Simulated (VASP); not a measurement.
A run of VASP 6.6.1 is set up as follows.

The input INCAR:

```
SYSTEM = Ge
  PREC = Accurate
  ENCUT = 520
  EDIFF = 1E-6
  ISMEAR = 0
  SIGMA = 0.15
  LREAL = .FALSE.
  LASPH = .TRUE.
  NELM = 80
  ALGO = Normal
  ISIF = 2
  LWAVE = .FALSE.
  LCHARG = .FALSE.
  NBANDS = 13
```

File KPOINTS:

```
regular mesh
0
G
  22 22 20
  0 0 0
```

The input POSCAR:

```
Ge
1.0
    1.3971490000     -2.6005160000      0.0000000000
    1.3971490000      2.6005160000      0.0000000000
    0.0000000000      0.0000000000      2.6982310000
Ge
1
Direct
    0.5000000000      0.5000000000      0.0000000000
```

Potentials or basis: VASP PAW LDA potentials, release 64 (Ge_d).

Run with:

```sh
$ cat potpaw_LDA.64/Ge_d/POTCAR > POTCAR
$ mpirun -np 1 vasp_std > vasp.out
```

(1) What does it give for the band gap on the k mesh?

(2) What does it give for the pressure?

Answers

(1) zero (bands 7 and 8 overlap by 9.60 eV).

(2) -5.8 GPa.

Caveat: the cell stands under tension.
